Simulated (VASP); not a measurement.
# Os (P6_3/mmc) in VASP: further runs, part 2 of 2

VASP 6.6.1. Earlier steps stand in the parts before.

### 3 Single point, LDA

Contents of INCAR:

```
PREC = Accurate
ENCUT = 520
EDIFF = 1E-6
ISMEAR = -1
SIGMA = 0.1
LREAL = F
LASPH = T
NELM = 80
ALGO = Normal
ISIF = 2
LWAVE = F
LCHARG = F
GGA = CA
NBANDS = 15
```

Contents of KPOINTS:

```
Automatic mesh
0
Gamma
  19 19 11
```

Contents of POSCAR:

```
Os
1.0
    2.7175247593      0.0000000000      0.0000000000
   -1.3587623796      2.3534454770      0.0000000000
    0.0000000000      0.0000000000      4.2844606214
Os
2
Direct
    0.3333333333      0.6666666667      0.2500000000
    0.6666666667      0.3333333333      0.7500000000
```

Potentials or basis: VASP PAW LDA potentials, release 64 (Os).

Command:

```
cat potpaw_LDA.64/Os/POTCAR > POTCAR
mpirun -np 1 vasp_std > vasp.out
```

OUTCAR:

```text
PREC = Accurate
   ENCUT = 520
   EDIFF = 1E-6
   ISMEAR = -1
   LREAL = F
   LASPH = T
   NELM = 80
   ISIF = 2
   GGA = CA

 ion  position               nearest neighbor table
   1  0.333  0.667  0.250-   2 2.66   2 2.66   2 2.66   2 2.66   2 2.66   2 2.66
   2  0.667  0.333  0.750-   1 2.66   1 2.66   1 2.66   1 2.66   1 2.66   1 2.66

  LATTYP: Found a hexagonal cell.
 ALAT       =     2.7175247593
 C/A-ratio  =     1.5766040794

  Lattice vectors:

 A1 = (   2.7175247593,   0.0000000000,   0.0000000000)
 A2 = (  -1.3587623796,   2.3534454770,   0.0000000000)
 A3 = (   0.0000000000,   0.0000000000,   4.2844606214)

Analysis of symmetry for initial positions (statically):
=====================================================================
 Subroutine PRICEL returns:
 Original cell was already a primitive cell.

 Routine SETGRP: Setting up the symmetry group for a
 hexagonal supercell.

 Subroutine GETGRP returns: Found 24 space group operations
 (whereof 12 operations were pure point group operations)
 out of a pool of 24 trial point group operations.

The static configuration has the point symmetry D_3d.
 The point group associated with its full space group is D_6h.

Analysis of symmetry for dynamics (positions and initial velocities):
=====================================================================
 Subroutine PRICEL returns:
 Original cell was already a primitive cell.

 Routine SETGRP: Setting up the symmetry group for a
 hexagonal supercell.

 Subroutine GETGRP returns: Found 24 space group operations
 (whereof 12 operations were pure point group operations)
 out of a pool of 24 trial point group operations.

The dynamic configuration has the point symmetry D_3d.
 The point group associated with its full space group is D_6h.

 Subroutine INISYM returns: Found 24 space group operations
 (whereof 12 operations are pure point group operations),
 and found     1 'primitive' translations

----------------------------------------------------------------------------------------

[... 122 lines left out ...]
   LRPA    =     F    only Hartree local field effects (RPA)
 non-spin polarized calculation
  energy-cutoff  :      520.00
  volume of cell :       27.40
 maximum number of plane-waves:       754
   NGX = 11   NGY = 11   NGZ = 15

 number of electron      15.9999998 magnetization

 Free energy of the ion-electron system (eV)
  ---------------------------------------------------
  ext. energy  EPLUGINS =         0.00000000
  ---------------------------------------------------
  free energy    TOTEN  =       -25.32785367 eV

  energy without entropy =      -25.29064997  energy(sigma->0) =      -25.30925182

 E-fermi :   9.7342     XC(G=0): -14.2973

 val. band max:        9.7172098307   @ k =   0.3158   0.0526   0.2727
 cond. band min:       9.7440814955   @ k =   0.1579   0.1053   0.2727
 fundamental gap:      0.0268716648
 Fermi energy:         9.7341556844

 k-point     1 :       0.0000    0.0000    0.0000
  band No.  band energies     occupation
      1      -1.3406      2.00000
      2       1.7539      2.00000
      3       6.5466      2.00000
      4       6.5466      2.00000
      5       6.8322      2.00000
      6       7.4213      2.00000
      7       7.4213      2.00000
      8       8.0719      2.00000
      9       8.0719      2.00000
     10       9.8867      0.35721
     11      11.4421      0.00000
     12      11.4421      0.00000
     13      19.0678      0.00000
     14      23.8146      0.00000
[... 401 lines left out ...]
      2       3.0027      2.00000
      3       3.6089      2.00000
      4       5.5398      2.00000
      5       6.0824      2.00000
      6       7.2555      2.00000
      7       7.3086      2.00000
      8      10.2156      0.01609
      9      11.0269      0.00000
     10      12.2463      0.00000
     11      12.2765      0.00000
     12      18.5537      0.00000
     13      19.5598      0.00000
     14      20.9484      0.00000
     15      22.0902      0.00000

 [... further k-points ...]

------------------------ aborting loop because EDIFF is reached ----------------------------------------

  FORCE on cell =-STRESS in cart. coord.  units (eV):
  Direction    XX          YY          ZZ          XY          YZ          ZX
  --------------------------------------------------------------------------------------
  -------------------------------------------------------------------------------------
  Total        0.1440118      0.1440118      0.2483453      0.0000000      0.0000000      0.0000000
  in kB        8.4204418      8.4204418     14.5208717      0.0000000      0.0000000      0.0000000
  external PRESSURE =      10.4539184 kB  Pullay stress =       0.0000000 kB

 VOLUME and BASIS-vectors are now :
 -----------------------------------------------------------------------------
  energy-cutoff  :      520.00
  volume of cell :       27.40
      direct lattice vectors                 reciprocal lattice vectors
     2.717524759  0.000000000  0.000000000     0.367981928  0.212454465  0.000000000
    -1.358762380  2.353445477  0.000000000     0.000000000  0.424908930  0.000000000
     0.000000000  0.000000000  4.284460621     0.000000000  0.000000000  0.233401608

 POSITION                                       TOTAL-FORCE (eV/Angst)
 -----------------------------------------------------------------------------------
     -0.00000      1.56896      1.07112         0.000000      0.000000      0.000000
      1.35876      0.78448      3.21335        -0.000000     -0.000000      0.000000
 -----------------------------------------------------------------------------------
    total drift:                               -0.000000      0.000000     -0.000000

  FREE ENERGIE OF THE ION-ELECTRON SYSTEM (eV)
  ---------------------------------------------------
  free  energy   TOTEN  =       -25.3278536743 eV

  energy  without entropy=      -25.2906499711  energy(sigma->0) =      -25.30925182
```

OSZICAR:

```text
N       E                     dE             d eps       ncg     rms          rms(c)
DAV:   1     0.975961187691E+02    0.97596E+02   -0.75506E+03  7200   0.103E+03
DAV:   2    -0.224512381821E+02   -0.12005E+03   -0.10522E+03  7375   0.322E+02
DAV:   3    -0.268858897151E+02   -0.44347E+01   -0.43016E+01  9629   0.554E+01
DAV:   4    -0.269152885720E+02   -0.29399E-01   -0.29364E-01  7935   0.452E+00
DAV:   5    -0.269154243287E+02   -0.13576E-03   -0.13575E-03  9839   0.297E-01    0.344E+01
DAV:   6    -0.256796879243E+02    0.12357E+01   -0.10636E+00  9069   0.886E+00    0.153E+01
DAV:   7    -0.253385054404E+02    0.34118E+00   -0.65034E-01  9202   0.677E+00    0.934E-01
DAV:   8    -0.253302259005E+02    0.82795E-02   -0.70198E-03  7361   0.629E-01    0.415E-01
DAV:   9    -0.253278560155E+02    0.23699E-02   -0.17126E-03  8985   0.393E-01    0.481E-02
DAV:  10    -0.253278597398E+02   -0.37243E-05   -0.29730E-05  9013   0.414E-02    0.183E-02
DAV:  11    -0.253278537675E+02    0.59723E-05   -0.18315E-06  6867   0.158E-02    0.171E-03
DAV:  12    -0.253278536743E+02    0.93175E-07   -0.16193E-07  4993   0.318E-03
   1 F= -.25327854E+02 E0= -.25309252E+02  d E =-.372037E-01
```

stdout:

```text
POSCAR found type information on POSCAR Os
 POSCAR found :  1 types and       2 ions
 scaLAPACK will be used
 LDA part: xc-table for (Slater(with rela. corr.)+CA(PZ))
 , standard interpolation
 POSCAR, INCAR and KPOINTS ok, starting setup
 FFT: planning ... GRIDC
 FFT: planning ... GRID_SOFT
 FFT: planning ... GRID
 WAVECAR not read
 entering main loop
```

Wall time 45 s (1 thread of Intel Xeon Platinum 8488C (Sapphire Rapids), shared host); peak memory 0.19 GiB.

What came out:

```yaml
Free_energy: -25.3279 eV
Pressure: 1.0 GPa
Band_gap_on_the_k_mesh: zero (bands 8 and 9 overlap by 4.08 eV)
```

Stress tensor (GPa, compression positive):
```
0.84 0.00 0.00
0.00 0.84 0.00
0.00 0.00 1.45
```

Levels at points of the mesh, in eV from the Fermi level:
```csv
k point,band 5,band 6,band 7,band 8,band 9,band 10,band 11,band 12
"(0.00, 0.00, 0.00)",-2.90,-2.31,-2.31,-1.66,-1.66,0.15,1.71,1.71
```

Caveat: spin-orbit coupling is left out, which moves the levels of the heavy elements.
